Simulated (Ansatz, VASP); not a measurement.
# InP in VASP and in Ansatz

Contents of INCAR:

```
SYSTEM = InP
  ALGO = Normal
  EDIFF = 1E-7
  ENCUT = 520
  GGA = CA
  ISIF = 2
  ISMEAR = 0
  LASPH = .True.
  LCHARG = .False.
  LREAL = .False.
  LWAVE = .False.
  NBANDS = 16
  NELM = 60
  PREC = Accurate
  SIGMA = 0.1
```

File KPOINTS:

```
k-points
0
Gamma
  6 6 6
  0 0 0
```

File POSCAR:

```
InP
1.0
    0.0000000000      2.9519763900      2.9519763900
    2.9519763900      0.0000000000      2.9519763900
    2.9519763900      2.9519763900      0.0000000000
In P
1 1
Direct
    0.0000000000      0.0000000000      0.0000000000
    0.7500000000      0.7500000000      0.7500000000
```

Input for Ansatz:

```yaml
crystal:
  lattice:
    - [0.0, 2.95197639, 2.95197639]
    - [2.95197639, 0.0, 2.95197639]
    - [2.95197639, 2.95197639, 0.0]
  atoms:
    - { symbol: In, position: [0.0, 0.0, 0.0] }
    - { symbol: P, position: [0.75, 0.75, 0.75] }
basis:
  ecutwfc: 420
kpoints:
  mp_grid: { grid: [6, 6, 6] }
hamiltonian:
  xc: lda
  pseudopotentials: { kind: paw, azcp: { folder: soft_1 } }
scf:
  occupations: { method: gaussian, width: 0.1 }
output:
  forces: true
  stress: true
  eigenvalues: true
```

Alike in both runs: task single point; functional LDA; k mesh 6 × 6 × 6; occupations gaussian, width 0.1 eV; no spin polarisation.

|  | VASP | Ansatz |
| --- | --- | --- |
| version | VASP 6.6.1 | Ansatz 0.2.0 |
| potentials or method | VASP PAW LDA potentials, release 64 (In_d, P), cutoff 520 eV | scalar-relativistic, plane waves, PAW |
| valence electrons in the cell | 18 | 18 |

```csv
,VASP,Ansatz,Ansatz less VASP
gap on the k mesh at the Fermi level (eV),0.39,0.36,-0.031
least direct gap on the mesh (eV),0.39,0.36,-0.031
pressure (GPa),-2.6,-2.6,-0.02
```

Ansatz warns that its potentials were made for another functional, while VASP's fit it. LDA's correlation is that of Perdew and Zunger in VASP and of Perdew and Wang (1992) in Ansatz.
